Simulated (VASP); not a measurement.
WC: single point with PBEsol

System: WC, a slab with vacuum.

```
C W
1.0
     2.89841    0.00000    0.00000
    -1.44921    2.51010    0.00000
     0.00000    0.00000   24.89664
C W
4 4
Direct
  0.66667 0.33333 0.31058
  0.66667 0.33333 0.41506
  0.66667 0.33333 0.52781
  0.66667 0.33333 0.64193
  0.00000 0.00000 0.35452
  0.00000 0.00000 0.47003
  0.00000 0.00000 0.58394
  0.00000 0.00000 0.69611
```

* Program: VASP 6.6.1
* Task: single point
* Functional: PBEsol
* Potentials or basis: VASP PAW PBE potentials, release 64 (C, W_sv)
* Cutoff: 520 eV
* k mesh: 12 × 12 × 1
* Occupations: gaussian, width 0.1 eV
* Spin: no spin polarisation

| Item | Value |
| --- | --- |
| Largest force | 0.107 eV/Å |
| Band gap on the k mesh | zero (bands 36 and 37 overlap by 0.74 eV) |

Forces on the atoms (eV/Å):
```
C    0.000  0.000 -0.107
C    0.000  0.000  0.004
C    0.000  0.000 -0.011
C    0.000  0.000  0.011
W    0.000  0.000  0.027
W    0.000  0.000  0.010
W    0.000  0.000  0.006
W    0.000  0.000  0.061
```

Levels at points of the mesh, in eV from the Fermi level:
```
           k point  band 34  band 35  band 36  band 37  band 38  band 39
(0.00, 0.00, 0.00)    -0.46    -0.46     0.09     0.23     0.23     1.01
(0.50, 0.00, 0.00)    -0.73    -0.38     0.44     1.53     2.18     2.55
```

Wall time 12 min on 1 thread of Intel Xeon 8259CL, on a shared host, peak memory 0.39 GiB.

Caveat: the PAW data sets were made with another functional, which shifts forces and pressure a little; spin-orbit coupling is left out, which moves the levels of the heavy elements.
